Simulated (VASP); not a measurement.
Crystal: FeSi.

```
Fe Si
1.0
     4.55070    0.00000    0.00000
     0.00000    4.55070    0.00000
     0.00000    0.00000    4.55070
Fe Si
4 4
Direct
  0.13652 0.13652 0.13652
  0.36348 0.86348 0.63652
  0.63652 0.36348 0.86348
  0.86348 0.63652 0.36348
  0.84240 0.84240 0.84240
  0.65760 0.15760 0.34240
  0.34240 0.65760 0.15760
  0.15760 0.34240 0.65760
```

```yaml
Program: VASP 6.6.1
Task: relaxation of cell and atoms
Functional: PBEsol
Potentials_or_basis: VASP PAW PBE potentials, release 64 (Fe, Si)
Cutoff: 600 eV
k_mesh: 4 × 4 × 4
Occupations: gaussian, width 0.1 eV
Spin: no spin polarisation
```

At the start: pressure -19.6 GPa; volume 11.78 Å³/atom.

Q: Where does the relaxation end?

A: Over 7 steps the energy falls by 72.6 meV/atom and the volume is 10.68 Å³/atom (-9.3 %); space group P2_13 (No. 198, to 0.05 Å).

Step by step:
```tsv
step	energy change (eV)	largest force (eV/Å)	pressure (GPa)	volume (Å³)
1	0.0000	0.2800	-19.58	94.24
2	0.5269	0.9049	39.99	75.94
3	-0.5765	0.1412	-0.72	85.90
4	-0.5771	0.1528	-0.20	85.70
5	-0.5769	0.1626	0.33	85.54
6	-0.5806	0.0657	0.33	85.47
7	-0.5809	0.0371	0.43	85.44
```

Final structure:
```cif
data_structure
_symmetry_space_group_name_H-M 'P 1'
_symmetry_Int_Tables_number 1
_cell_length_a 4.4045
_cell_length_b 4.4045
_cell_length_c 4.4045
_cell_angle_alpha 90.000
_cell_angle_beta 90.000
_cell_angle_gamma 90.000
_cell_volume 85.44
loop_
_atom_site_label
_atom_site_type_symbol
_atom_site_fract_x
_atom_site_fract_y
_atom_site_fract_z
_atom_site_occupancy
Fe1 Fe 0.13714 0.13714 0.13714 1
Fe2 Fe 0.36286 0.86286 0.63714 1
Fe3 Fe 0.63714 0.36286 0.86286 1
Fe4 Fe 0.86286 0.63714 0.36286 1
Si1 Si 0.84093 0.84093 0.84093 1
Si2 Si 0.65907 0.15907 0.34093 1
Si3 Si 0.34093 0.65907 0.15907 1
Si4 Si 0.15907 0.34093 0.65907 1
```

Caveat: the PAW data sets were made with another functional, which shifts forces and pressure a little; the relaxation stopped at a loose force limit of 0.05 eV/Å, so its end isn't a converged minimum.
